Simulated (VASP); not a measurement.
**Pb: single point with PBEsol**

Pb:

```
CELL_PARAMETERS angstrom
0.00000 3.45492 3.45492
3.45492 0.00000 3.45492
3.45492 3.45492 0.00000
ATOMIC_POSITIONS crystal
Pb 0.00000 0.00000 0.00000
Pb 0.25000 0.25000 0.25000
```

- Program: VASP 6.6.1
- Task: single point
- Functional: PBEsol
- Potentials or basis: VASP PAW PBE potentials, release 64 (Pb_d)
- Cutoff: 520 eV
- k mesh: 14 × 14 × 14
- Occupations: gaussian, width 0.1 eV
- Spin: no spin polarisation

The pressure is -0.1 GPa and the band gap on the k mesh is zero (band 14 reaches 4.44 eV, above the bottom of band 15 at 3.31 eV).

Levels at points of the mesh, in eV from the Fermi level:
```
           k point  band 12  band 13  band 14  band 15  band 16  band 17
(0.00, 0.00, 0.00)    -3.95     0.46     0.46     0.46     2.47     2.47
(0.50, 0.00, 0.00)    -7.03    -0.92    -0.66    -0.66     3.57     3.57
(0.50, 0.50, 0.00)    -8.40    -1.87    -1.87     0.90     0.90     7.16
```

Wall time 3.7 min on 1 thread of AMD EPYC 7R13, on a shared host, peak memory 0.27 GiB.

Caveat: the PAW data sets were made with another functional, which shifts forces and pressure a little; spin-orbit coupling is left out, which moves the levels of the heavy elements.
